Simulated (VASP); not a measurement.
A run of VASP 6.6.1 is set up as follows.

Contents of INCAR:

```
PREC     = Accurate       # precision mode
ENCUT    = 520            # plane-wave cutoff, eV
EDIFF    = 1E-6           # SCF threshold, eV
ISMEAR   = 0              # smearing method
SIGMA    = 0.01           # smearing width, eV
LREAL    = False          # projectors in reciprocal space
LASPH    = True           # aspherical terms in the spheres
NELM     = 100            # most SCF steps
ALGO     = Normal         # electronic algorithm
ISIF     = 2              # what is computed and relaxed
LWAVE    = False          # write WAVECAR
LCHARG   = False          # write CHGCAR
GGA      = CA             # functional
NBANDS   = 11             # bands
```

KPOINTS

```
Automatic mesh
0
Gamma
  10 10 10
```

The input POSCAR:

```
MgO
1.0
    0.0000000000      2.1021680189      2.1021680189
    2.1021680189      0.0000000000      2.1021680189
    2.1021680189      2.1021680189      0.0000000000
Mg O
1 1
Direct
    0.0000000000      0.0000000000      0.0000000000
    0.5000000000      0.5000000000      0.5000000000
```

Potentials or basis: VASP PAW LDA potentials, release 64 (Mg, O).

The run is started by

```bash
$ cat potpaw_LDA.64/Mg/POTCAR potpaw_LDA.64/O/POTCAR > POTCAR
$ mpirun -np 1 vasp_std > vasp.out
```

(1) Estimate the pressure.

(2) Estimate the band gap on the k mesh.

Answers

(1) -6.9 GPa.

(2) 4.71 eV, direct.
